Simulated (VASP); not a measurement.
Write the native input for VASP 6.6.1 that does the following.

| Item | Value |
| --- | --- |
| Task | single point |
| Functional | PBE0 |
| Potentials or basis | VASP PAW PBE potentials, release 64 (Zr_sv, S) |
| Cutoff | 400 eV |
| k mesh | 6 × 6 × 4 |
| Occupations | gaussian, width 0.01 eV |
| Spin | no spin polarisation |
| Dipole correction | no |
| Grid for exact exchange (PRECFOCK) | Normal |
| Further INCAR settings | ALGO = Normal; EDIFF = 1e-06; NBANDS = 19 |
| Share of exact exchange | 0.25 |

ZrS2:

```
Zr S
1.0
     3.67440    0.00000    0.00000
    -1.83720    3.18212    0.00000
     0.00000    0.00000    5.85686
Zr S
1 2
Direct
  0.00000 0.00000 0.00000
  0.33333 0.66667 0.24623
  0.66667 0.33333 0.75377
```

The input as run:

POSCAR

```
ZrS2
1.0
    3.6743994548      0.0000000000      0.0000000000
   -1.8371997274      3.1821232716      0.0000000000
    0.0000000000      0.0000000000      5.8568616098
Zr S
1 2
Direct
    0.0000000000      0.0000000000      0.0000000000
    0.3333333333      0.6666666667      0.2462322151
    0.6666666667      0.3333333333      0.7537677849
```

INCAR.step1

```
PREC = Accurate
ENCUT = 400
EDIFF = 1E-5
ISMEAR = 0
SIGMA = 0.01
LREAL = F
LASPH = T
NELM = 120
ALGO = Normal
ISIF = 2
LWAVE = T
LCHARG = F
GGA = PE
NBANDS = 19
GGA_COMPAT = F
```

INCAR.step2

```
PREC = Accurate
ENCUT = 400
EDIFF = 1E-6
ISMEAR = 0
SIGMA = 0.01
LREAL = F
LASPH = T
NELM = 120
ALGO = Normal
ISIF = 2
LWAVE = F
LCHARG = F
GGA = PE
LHFCALC = T
AEXX = 0.25
PRECFOCK = Normal
ISTART = 1
NBANDS = 19
GGA_COMPAT = F
```

KPOINTS

```
Automatic mesh
0
Gamma
  6 6 4
```

Potentials or basis: VASP PAW PBE potentials, release 64 (Zr_sv, S).

Launch:

```console
$ cat potpaw_PBE.64/Zr_sv/POTCAR potpaw_PBE.64/S/POTCAR > POTCAR
$ cp INCAR.step1 INCAR
$ mpirun -np 1 vasp_std > vasp.out
$ cp INCAR.step2 INCAR
$ mpirun -np 1 vasp_std > vasp.out
```

Results of the run:

```json
{
  "Pressure": "-0.1 GPa",
  "Largest force": "0.181 eV/Å",
  "Band gap on the k mesh": "2.38 eV (least direct gap 3.09 eV)"
}
```

Caveat: the PAW data sets were made with another functional, which shifts forces and pressure a little; this functional lacks dispersion, which binds layers or chains, so the pressure and a relaxed spacing across them are unreliable.

It took 98 min on 1 thread of Intel Xeon 8259CL (shared host), peak memory 0.19 GiB.
